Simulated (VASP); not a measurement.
Input of a VASP 6.6.1 run:

INCAR

```
ALGO     = Normal         # electronic algorithm
EDIFF    = 1E-6           # SCF threshold, eV
ENCUT    = 520            # plane-wave cutoff, eV
GGA      = PE             # functional
ISIF     = 2              # what is computed and relaxed
ISMEAR   = -1             # smearing method
LASPH    = True           # aspherical terms in the spheres
LCHARG   = True           # write CHGCAR
LELF     = True           # ELF
LREAL    = False          # projectors in reciprocal space
LVHAR    = True         
LWAVE    = False          # write WAVECAR
NBANDS   = 26             # bands
NELM     = 100            # most SCF steps
PREC     = Accurate       # precision mode
SIGMA    = 0.1            # smearing width, eV
```

File KPOINTS:

```
k-points
0
Gamma
  8 8 11
```

File POSCAR:

```
In
1.0
    5.2354682548      0.0000000000      0.0000000000
   -2.6177341274      4.5340485093      0.0000000000
    0.0000000000      0.0000000000      3.2459463361
In
3
Direct
    0.0000000000      1.0000000000      0.0000000000
    0.3333333333      0.6666666667      0.5000000000
    0.6666666667      0.3333333333      0.5000000000
```

Potentials or basis: VASP PAW PBE potentials, release 64 (In_d).

Command:

```console
$ cat potpaw_PBE.64/In_d/POTCAR > POTCAR
$ mpirun -np 1 vasp_std > vasp.out
```

(1) What does it give for the pressure?

Results:

(1) 3.5 GPa.
